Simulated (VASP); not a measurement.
# Pt (P6_3/mmc) in VASP: notebook

Pt is run at these levels: HSE06; tasks: single point.

Everything below comes from runs of VASP 6.6.1. Logs are shortened: lines on timing, memory, paths and dates and some standing lists are left out, and cuts for length are marked.

## Step 1: The cell of the first run

The structure is hexagonal, space group P6_3/mmc (No. 194). The conventional cell has a = 2.797 Å, b = 2.797 Å, c = 4.855 Å, α = 90.00°, β = 90.00°, γ = 120.00°. Within 3.7 Å of Pt (site symmetry -6m2) lie 12 Pt at 2.80 to 2.92 Å.

This isn't the form of Pt at room conditions, which is fcc.

## Step 2: Single point, HSE06

The input, POSCAR:

```
Pt
1.0
    2.7969943295      0.0000000000      0.0000000000
   -1.3984971647      2.4222681435      0.0000000000
    0.0000000000      0.0000000000      4.8551956265
Pt
2
Direct
    0.3333333333      0.6666666667      0.2500000000
    0.6666666667      0.3333333333      0.7500000000
```

The input, INCAR.step1:

```
PREC     = Accurate       # precision mode
ENCUT    = 520            # plane-wave cutoff, eV
EDIFF    = 1E-5           # SCF threshold, eV
ISMEAR   = -1             # smearing method
SIGMA    = 0.05           # smearing width, eV
LREAL    = False          # projectors in reciprocal space
LASPH    = True           # aspherical terms in the spheres
NELM     = 80             # most SCF steps
ALGO     = Normal         # electronic algorithm
ISIF     = 2              # what is computed and relaxed
LWAVE    = True           # write WAVECAR
NBANDS   = 17             # bands
GGA      = PE             # functional
```

The input, INCAR.step2:

```
PREC     = Accurate       # precision mode
ENCUT    = 520            # plane-wave cutoff, eV
EDIFF    = 1E-6           # SCF threshold, eV
ISMEAR   = -1             # smearing method
SIGMA    = 0.05           # smearing width, eV
LREAL    = False          # projectors in reciprocal space
LASPH    = True           # aspherical terms in the spheres
NELM     = 80             # most SCF steps
ALGO     = Normal         # electronic algorithm
ISIF     = 2              # what is computed and relaxed
LWAVE    = False          # write WAVECAR
LCHARG   = True           # write CHGCAR
GGA      = PE             # functional
LHFCALC  = True           # exact exchange
HFSCREEN = 0.2079         # screening, 1/A
PRECFOCK = Normal       
LELF     = True           # ELF
LVHAR    = True         
NBANDS   = 17             # bands
ISTART   = 1
```

The input, KPOINTS:

```
Automatic mesh
0
Gamma
  6 6 4
```

Potentials or basis: VASP PAW PBE potentials, release 64 (Pt).

On the command line:

```bash
cat potpaw_PBE.64/Pt/POTCAR > POTCAR
cp INCAR.step1 INCAR
mpirun -np 1 vasp_std > vasp.out
cp INCAR.step2 INCAR
mpirun -np 1 vasp_std > vasp.out
```

OUTCAR:

```text
PREC = Accurate
   ENCUT = 520
   EDIFF = 1E-6
   ISMEAR = -1
   LREAL = False
   LASPH = True
   NELM = 80
   ISIF = 2
   GGA = PE
   LHFCALC = True
   HFSCREEN = 0.2079
   PRECFOCK = Normal
   ISTART = 1

 ion  position               nearest neighbor table
   1  0.333  0.667  0.250-   2 2.92   2 2.92   2 2.92   2 2.92   2 2.92   2 2.92
   2  0.667  0.333  0.750-   1 2.92   1 2.92   1 2.92   1 2.92   1 2.92   1 2.92

  LATTYP: Found a hexagonal cell.
 ALAT       =     2.7969943295
 C/A-ratio  =     1.7358618054

  Lattice vectors:

 A1 = (   2.7969943295,   0.0000000000,   0.0000000000)
 A2 = (  -1.3984971647,   2.4222681435,   0.0000000000)
 A3 = (   0.0000000000,   0.0000000000,   4.8551956265)

Analysis of symmetry for initial positions (statically):
=====================================================================
 Subroutine PRICEL returns:
 Original cell was already a primitive cell.

 Routine SETGRP: Setting up the symmetry group for a
 hexagonal supercell.

 Subroutine GETGRP returns: Found 24 space group operations
 (whereof 12 operations were pure point group operations)
 out of a pool of 24 trial point group operations.

The static configuration has the point symmetry D_3d.
 The point group associated with its full space group is D_6h.

Analysis of symmetry for dynamics (positions and initial velocities):
=====================================================================
 Subroutine PRICEL returns:
 Original cell was already a primitive cell.

 Routine SETGRP: Setting up the symmetry group for a
 hexagonal supercell.

 Subroutine GETGRP returns: Found 24 space group operations
 (whereof 12 operations were pure point group operations)
 out of a pool of 24 trial point group operations.

The dynamic configuration has the point symmetry D_3d.
 The point group associated with its full space group is D_6h.

 Subroutine INISYM returns: Found 24 space group operations
 (whereof 12 operations are pure point group operations),
 and found     1 'primitive' translations

----------------------------------------------------------------------------------------

                                     Primitive cell

  volume of cell :      32.8943

  direct lattice vectors                    reciprocal lattice vectors
     2.796994329  0.000000000  0.000000000     0.357526645  0.206418105  0.000000000
    -1.398497165  2.422268144  0.000000000     0.000000000  0.412836210  0.000000000
     0.000000000  0.000000000  4.855195626     0.000000000  0.000000000  0.205964924

  length of vectors
     2.796994329  2.796994329  4.855195626     0.412836210  0.412836210  0.205964924

  position of ions in fractional coordinates (direct lattice)
     0.333333333  0.666666667  0.250000000
     0.666666667  0.333333333  0.750000000

  ion indices of the primitive-cell ions
   primitive index   ion index
                 1           1
                 2           2

----------------------------------------------------------------------------------------

 KPOINTS: Automatic mesh

Automatic generation of k-mesh.
 Grid dimensions read from file:
 generate k-points for:    6    6    4

 Generating k-lattice:

  Cartesian coordinates                     Fractional coordinates (reciprocal lattice)
     0.059587774  0.034403017  0.000000000     0.166666667 -0.000000000  0.000000000
     0.000000000  0.068806035  0.000000000     0.000000000  0.166666667  0.000000000
     0.000000000  0.000000000  0.051491231     0.000000000  0.000000000  0.250000000

  Length of vectors
     0.068806035  0.068806035  0.051491231

  Shift w.r.t. Gamma in fractional coordinates (k-lattice)
     0.000000000  0.000000000  0.000000000

 Subroutine IBZKPT returns following result:
 ===========================================

 Found     21 irreducible k-points:

 Following reciprocal coordinates:
            Coordinates               Weight
  0.000000  0.000000  0.000000      1.000000
  0.166667 -0.000000  0.000000      6.000000
  0.333333  0.000000  0.000000      6.000000
  0.500000 -0.000000  0.000000      3.000000
  0.166667  0.166667  0.000000      6.000000
  0.333333  0.166667  0.000000     12.000000
[... 13 lines left out ...]
  0.333333  0.166667  0.500000     12.000000
  0.333333  0.333333  0.500000      2.000000
   k-points           NKPTS =     21   k-points in BZ     NKDIM =    144   number of bands    NBANDS=     17
   number of dos      NEDOS =    301   number of ions     NIONS =      2
   total plane-waves  NPLWV =  20736
   dimension x,y,z NGX =    24 NGY =   24 NGZ =   36
   dimension x,y,z NGXF=    48 NGYF=   48 NGZF=   72
   ions per type =               2
   NGX,Y,Z   is equivalent  to a cutoff of  14.26, 14.26, 12.33 a.u.
   NGXF,Y,Z  is equivalent  to a cutoff of  28.53, 28.53, 24.65 a.u.
 SYSTEM =  unknown system
   PREC   = accura    normal or accurate (medium, high low for compatibility)
   ISTART =      1    job   : 0-new  1-cont  2-samecut
   ICHARG =      0    charge: 1-file 2-atom 10-const
   ISPIN  =      1    spin polarized calculation?
   LNONCOLLINEAR =      F non collinear calculations
   LSORBIT =      F    spin-orbit coupling
   LASPH  =      T    aspherical Exc in radial PAW
   ENCUT  =  520.0 eV  38.22 Ry    6.18 a.u.   5.20  5.20  9.03*2*pi/ulx,y,z
   NELM   =     80;   NELMIN=  2; NELMDL=  0     # of ELM steps
   EDIFF  = 0.1E-05   stopping-criterion for ELM
   LREAL  =      F    real-space projection
   EDIFFG = 0.1E-04   stopping-criterion for IOM
   NSW    =      0    number of steps for IOM
   IBRION =     -1    ionic relax: 0-MD 1-quasi-New 2-CG
   NFREE  =      0    steps in history (QN), initial steepest desc. (CG)
   ISIF   =      2    stress and relaxation
   ISYM   =      3    0-nonsym 1-usesym 2-fastsym
   POTIM  = 0.5000    time-step for ionic-motion
   TEBEG  =    0.0;   TEEND  =   0.0 temperature during run
   PSTRESS=    0.0 pullay stress
   NELECT =      20.0000    total number of electrons
   NUPDOWN=      -1.0000    fix difference up-down
   EMIN   =  10.00;   EMAX   =-10.00  energy-range for DOS
   EFERMI =   0.00;   METHOD = LEGACY
   ISMEAR =    -1;   SIGMA  =   0.05  broadening in eV -4-tet -1-fermi 0-gaus
   EFERMI_NEDOS =   21; number of points for ismear=-14 and -15
   IALGO  =     38    algorithm
   IMIX   =      1    mixing-type and parameters
     AMIX     =   0.40;   BMIX     =  1.00
     AMIX_MAG =   1.60;   BMIX_MAG =  1.00
  volume/ion in A,a.u.               =      16.45       110.99
  Fermi-wavevector in a.u.,A,eV,Ry     =   1.386898  2.620858 26.170632  1.923487
  Thomas-Fermi vector in A             =   2.511171
   LORBIT       =      0    0 simple, 1 ext, 2 COOP (PROOUT), +10 PAW based schemes
   GGA     = PE    functional components
   LHFCALC =     T    Hartree Fock is set to
   PRECFOCK=normal    Normal, Fast or Accurate (Low or Medium for compatibility)
   ENCUT4O =  -1.0   cutoff for four orbital integrals eV
   NKREDX  =     1    reduce k-point grid by
   NKREDY  =     1    reduce k-point grid by
   NKREDZ  =     1    reduce k-point grid by
   AEXX    =    0.2500 exact exchange contribution
   HFSCREEN=    0.2079 screening length (either q_TF or 0.3 A-1)
   HFSCREENC=   0.2079 screening length for correlation (either q_TF or 0.3 A-1)
   ENCUTFOCK=  -1.0 apply spherical cutoff to Coloumb kernel
   IVDW    =     0    specifies the selected vdW correction
   LEPSILON=     F    determine dielectric tensor
   LRPA    =     F    only Hartree local field effects (RPA)
 non-spin polarized calculation
  energy-cutoff  :      520.00
  volume of cell :       32.89
 maximum number of plane-waves:       896
 NGX is ok and might be reduce to    24
  NGX = 16; NGY = 16; NGZ = 28

 number of electron      19.9999996 magnetization

 Free energy of the ion-electron system (eV)
  ---------------------------------------------------
  ext. energy  EPLUGINS =         0.00000000
  ---------------------------------------------------
  free energy    TOTEN  =       -13.66710395 eV

  energy without entropy =      -13.65128806  energy(sigma->0) =      -13.65919600

 E-fermi :   9.0053     XC(G=0): -10.5686

 val. band max:        8.8202294131   @ k =   0.3333   0.3333   0.5000
 cond. band min:       9.0375118514   @ k =   0.3333   0.1667   0.5000
 fundamental gap:      0.2172824383
 Fermi energy:         9.0052779778

 k-point     1 :       0.0000    0.0000    0.0000
  band No.  band energies     occupation
      1      -0.8754      2.00000
      2       1.7230      2.00000
      3       4.7908      2.00000
      4       5.3231      2.00000
      5       5.3231      2.00000
      6       5.6759      2.00000
[... 9 lines left out ...]
     16      27.8161      0.00000
     17      31.3576      0.00000

 k-point     2 :       0.1667   -0.0000    0.0000
  band No.  band energies     occupation
      1       0.1592      2.00000
      2       2.5533      2.00000
      3       4.5842      2.00000
      4       5.1882      2.00000
      5       5.4029      2.00000
      6       5.7581      2.00000
[... 9 lines left out ...]
     16      27.9966      0.00000
     17      28.1833      0.00000

 k-point     3 :       0.3333    0.0000    0.0000
  band No.  band energies     occupation
      1       2.0650      2.00000
      2       2.7420      2.00000
      3       3.5710      2.00000
      4       5.0500      2.00000
      5       5.5878      2.00000
      6       5.6601      2.00000
[... 9 lines left out ...]
     16      25.0562      0.00000
     17      25.5833      0.00000

 k-point     4 :       0.5000   -0.0000    0.0000
  band No.  band energies     occupation
      1       2.3083      2.00000
      2       2.4714      2.00000
      3       2.9365      2.00000
      4       5.3008      2.00000
      5       5.4475      2.00000
      6       5.9275      2.00000
[... 9 lines left out ...]
     16      22.2401      0.00000
     17      23.3790      0.00000

 k-point     5 :       0.1667    0.1667    0.0000
  band No.  band energies     occupation
      1       1.8748      2.00000
      2       3.6007      2.00000
      3       4.0183      2.00000
      4       4.0941      2.00000
      5       5.0853      2.00000
      6       5.3336      2.00000
[... 9 lines left out ...]
     16      26.4555      0.00000
     17      28.3544      0.00000

 k-point     6 :       0.3333    0.1667    0.0000
  band No.  band energies     occupation
      1       3.1497      2.00000
      2       3.1703      2.00000
      3       3.1957      2.00000
      4       5.0284      2.00000
      5       5.2083      2.00000
      6       5.5285      2.00000
[... 9 lines left out ...]
     16      23.2676      0.00000
     17      24.5315      0.00000
[... 221 lines left out ...]
 k-point    18 :       0.5000   -0.0000    0.5000
  band No.  band energies     occupation
      1       2.1910      2.00000
      2       2.1910      2.00000
      3       3.4731      2.00000
      4       3.4731      2.00000
      5       6.7969      2.00000
      6       6.7969      2.00000
[... 9 lines left out ...]
     16      24.3948      0.00000
     17      25.8308      0.00000

 k-point    19 :       0.1667    0.1667    0.5000
  band No.  band energies     occupation
      1       2.8842      2.00000
      2       2.8842      2.00000
      3       4.2346      2.00000
      4       4.2346      2.00000
      5       4.7552      2.00000
      6       4.7552      2.00000
[... 9 lines left out ...]
     16      24.4586      0.00000
     17      25.5588      0.00000

 k-point    20 :       0.3333    0.1667    0.5000
  band No.  band energies     occupation
      1       2.8523      2.00000
      2       2.8523      2.00000
      3       3.9726      2.00000
      4       3.9726      2.00000
      5       5.8094      2.00000
      6       5.8094      2.00000
[... 9 lines left out ...]
     16      22.6515      0.00000
     17      25.3568      0.00000

 k-point    21 :       0.3333    0.3333    0.5000
  band No.  band energies     occupation
      1       3.5927      2.00000
      2       3.5927      2.00000
      3       4.2568      2.00000
      4       4.2568      2.00000
      5       5.2605      2.00000
      6       5.2605      2.00000
[... 9 lines left out ...]
     16      18.6674      0.00000
     17      27.7875      0.00000

------------------------ aborting loop because EDIFF is reached ----------------------------------------

  FORCE on cell =-STRESS in cart. coord.  units (eV):
  Direction    XX          YY          ZZ          XY          YZ          ZX
  --------------------------------------------------------------------------------------
  -------------------------------------------------------------------------------------
  Total       -3.6115624     -3.6115624     -3.3327410     -0.0000000     -0.0000000      0.0000000
  in kB     -175.9078312   -175.9078312   -162.3273161     -0.0000000     -0.0000000      0.0000000
  external PRESSURE =    -171.3809929 kB  Pullay stress =       0.0000000 kB

 VOLUME and BASIS-vectors are now :
 -----------------------------------------------------------------------------
  energy-cutoff  :      520.00
  volume of cell :       32.89
      direct lattice vectors                 reciprocal lattice vectors
     2.796994329  0.000000000  0.000000000     0.357526645  0.206418105  0.000000000
    -1.398497165  2.422268144  0.000000000     0.000000000  0.412836210  0.000000000
     0.000000000  0.000000000  4.855195626     0.000000000  0.000000000  0.205964924

 POSITION                                       TOTAL-FORCE (eV/Angst)
 -----------------------------------------------------------------------------------
     -0.00000      1.61485      1.21380         0.000000      0.000000     -0.000000
      1.39850      0.80742      3.64140        -0.000000      0.000000      0.000000
 -----------------------------------------------------------------------------------
    total drift:                                0.000000      0.000000      0.000000

  FREE ENERGIE OF THE ION-ELECTRON SYSTEM (eV)
  ---------------------------------------------------
  free  energy   TOTEN  =       -13.6671039514 eV

  energy  without entropy=      -13.6512880561  energy(sigma->0) =      -13.65919600
```

Wall time 39 min (1 thread of Intel Xeon Platinum 8259CL at 2.50GHz (Skylake/Cascade Lake), shared host); peak memory 0.27 GiB.

Results:

* Free energy: -13.6671 eV
* Pressure: -17.1 GPa
* Band gap on the k mesh: zero (bands 10 and 11 overlap by 1.80 eV)

Stress tensor (GPa, compression positive):
```
-17.59   0.00   0.00
  0.00 -17.59   0.00
  0.00   0.00 -16.23
```

Levels at points of the mesh, in eV from the Fermi level:
| k point | band 8 | band 9 | band 10 | band 11 | band 12 | band 13 |
| --- | --- | --- | --- | --- | --- | --- |
| (0.00, 0.00, 0.00) | -2.26 | -2.26 | -0.55 | -0.55 | -0.30 | 5.58 |
| (0.50, 0.00, 0.00) | -0.40 | 0.44 | 0.62 | 2.75 | 4.44 | 8.34 |
| (0.00, 0.00, 0.50) | -3.70 | -1.17 | -1.17 | -1.17 | -1.17 | 13.05 |
| (0.50, 0.00, 0.50) | -0.75 | 0.55 | 0.55 | 2.21 | 2.21 | 7.42 |

Caveat: the k points lie up to 0.43 Å⁻¹ apart, too coarse for converged energies and pressures of a metal; the PAW data sets were made with another functional, which shifts forces and pressure a little; spin-orbit coupling is left out, which moves the levels of the heavy elements.

## Step 3: Single point, HSE06

This run uses another cell than the first one, of 16.76 Å³/atom.

The input, POSCAR:

```
Pt
1.0
    2.8148100603      0.0000000000      0.0000000000
   -1.4074050301      2.4376970190      0.0000000000
    0.0000000000      0.0000000000      4.8861212732
Pt
2
Direct
    0.3333333333      0.6666666667      0.2500000000
    0.6666666667      0.3333333333      0.7500000000
```

The input, INCAR.step1:

```
SYSTEM = Pt
PREC = Accurate
ENCUT = 520
EDIFF = 1E-5
ISMEAR = -1
SIGMA = 0.05
LREAL = .False.
LASPH = .True.
NELM = 100
ALGO = Normal
ISIF = 2
LWAVE = .True.
LCHARG = .False.
GGA = PE
NBANDS = 17
```

The input, INCAR.step2:

```
SYSTEM = Pt
PREC = Accurate
ENCUT = 520
EDIFF = 1E-7
ISMEAR = -1
SIGMA = 0.05
LREAL = .False.
LASPH = .True.
NELM = 100
ALGO = Normal
ISIF = 2
LWAVE = .False.
LCHARG = .False.
GGA = PE
LHFCALC = .True.
HFSCREEN = 0.2079
PRECFOCK = Normal
ISTART = 1
NBANDS = 17
```

The input, KPOINTS:

```
Automatic mesh
0
Gamma
  6 6 4
  0 0 0
```

Potentials or basis: VASP PAW PBE potentials, release 64 (Pt).

On the command line:

```bash
cat potpaw_PBE.64/Pt/POTCAR > POTCAR
cp INCAR.step1 INCAR
mpirun -np 1 vasp_std > vasp.out
cp INCAR.step2 INCAR
mpirun -np 1 vasp_std > vasp.out
```

Wall time 56 min (1 thread of Intel Xeon Platinum 8175M at 2.50GHz (Skylake/Cascade Lake), shared host); peak memory 0.27 GiB.

It converged, with:

```
Free energy            : -13.5938 eV
Pressure               : -20.2 GPa
Band gap on the k mesh : zero (bands 10 and 11 overlap by 1.75 eV)
```

Stress tensor (GPa, compression positive):
```
-20.88   0.00   0.00
  0.00 -20.88   0.00
  0.00   0.00 -18.90
```

Levels at points of the mesh, in eV from the Fermi level:
```csv
k point,band 6,band 7,band 8,band 9,band 10,band 11,band 12,band 13,band 14,band 15
"(0.00, 0.00, 0.00)",-3.23,-3.23,-2.20,-2.20,-0.54,-0.54,-0.20,5.46,16.61,17.11
"(0.50, 0.00, 0.00)",-2.98,-2.38,-0.40,0.43,0.60,2.72,4.37,8.25,9.68,10.54
"(0.00, 0.00, 0.50)",-3.59,-3.59,-3.59,-1.15,-1.15,-1.15,-1.15,12.91,12.91,17.01
"(0.50, 0.00, 0.50)",-2.15,-0.71,-0.71,0.53,0.53,2.23,2.23,7.28,7.28,15.30
```

Caveat: the k points lie up to 0.43 Å⁻¹ apart, too coarse for converged energies and pressures of a metal; the PAW data sets were made with another functional, which shifts forces and pressure a little; spin-orbit coupling is left out, which moves the levels of the heavy elements.

[end of part 1 of 2]

The gap in the log of VASP goes by the Fermi energy; the results here count the filled bands.